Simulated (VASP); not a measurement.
SrCl2: single point with LDA

Crystal: SrCl2.

```
Sr Cl
1.0
     0.43733    3.71731    3.71731
     3.71731    0.43733    3.71731
     3.71731    3.71731    0.43733
Sr Cl
1 2
Direct
  0.00000 0.00000 0.00000
  0.25000 0.25000 0.25000
  0.75000 0.75000 0.75000
```

This cell differs from its parent crystal: ratio of the length along [111] to the lengths across it x 1.2, volume and fractional coordinates fixed.

```
Program             : VASP 6.6.1
Task                : single point
Functional          : LDA
Potentials or basis : VASP PAW LDA potentials, release 64 (Sr_sv, Cl)
Cutoff              : 520 eV
k mesh              : 6 × 6 × 6
Occupations         : gaussian, width 0.05 eV
Spin                : no spin polarisation
```

```yaml
Pressure: -1.4 GPa
Largest_force: 0.181 eV/Å
Band_gap_on_the_k_mesh: 4.98 eV, indirect (least direct gap 5.06 eV)
```

Forces on the atoms (eV/Å):
```
Sr   0.000  0.000  0.000
Cl  -0.104 -0.104 -0.104
Cl   0.104  0.104  0.104
```

Stress tensor (GPa, compression positive):
```
-1.37 -0.63 -0.63
-0.63 -1.37 -0.63
-0.63 -0.63 -1.37
```

Levels at points of the mesh, in eV from the valence-band top:
```
           k point  band 8  band 9  band 10  band 11  band 12  band 13  band 14  band 15  band 16  band 17
(0.00, 0.00, 0.00)   -2.03   -2.03    -0.36    -0.36    -0.08     4.98     5.99     5.99     7.80     8.98
(0.50, 0.00, 0.00)   -1.54   -1.44    -1.32    -1.01    -0.93     6.37     7.07     7.31     7.66     8.22
(0.50, 0.50, 0.00)   -1.94   -1.61    -0.68    -0.18     0.00     5.30     6.59     7.59     8.14     8.20
(0.50, 0.50, 0.50)   -1.63   -1.35    -1.30    -0.89    -0.89     6.40     6.40     6.69     7.42     8.18
```

Run time: 48 s on 1 thread of Intel(R) Xeon(R) Platinum 8259CL CPU @ 2.50GHz (Skylake/Cascade Lake), with other jobs on the host, peak memory 0.21 GiB.

 A k mesh can miss the band edges.
